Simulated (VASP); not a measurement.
Crystal: Ge.

```xyz
4
Lattice="4.0241 0.0000 0.0000 -2.0120 3.4849 0.0000 0.0000 0.0000 6.6431" Properties=species:S:1:pos:R:3 pbc="T T T"
Ge    0.0000    2.3233    6.2252
Ge    2.0120    1.1616    2.9037
Ge    0.0000    2.3233    3.7394
Ge    2.0120    1.1616    0.4179
```

This cell differs from its parent crystal: volume scaled by 1.02.

Base run:

```yaml
Program: VASP 6.6.1
Functional: PBE
Potentials_or_basis: VASP PAW PBE potentials, release 64 (Ge_d)
Cutoff: 520 eV
k_mesh: 8 × 8 × 4
Occupations: fermi-dirac, width 0.05 eV
Spin: no spin polarisation
```

Its results: pressure 1.5 GPa; largest force 0.010 eV/Å.

Problem. The run is repeated on the same cell with these changes: functional from PBE to r2SCAN. What comes out?

Solution. Pressure -1.3 GPa; largest force 0.007 eV/Å.

Caveats: the PAW data sets were made with another functional, which shifts forces and pressure a little (some runs).
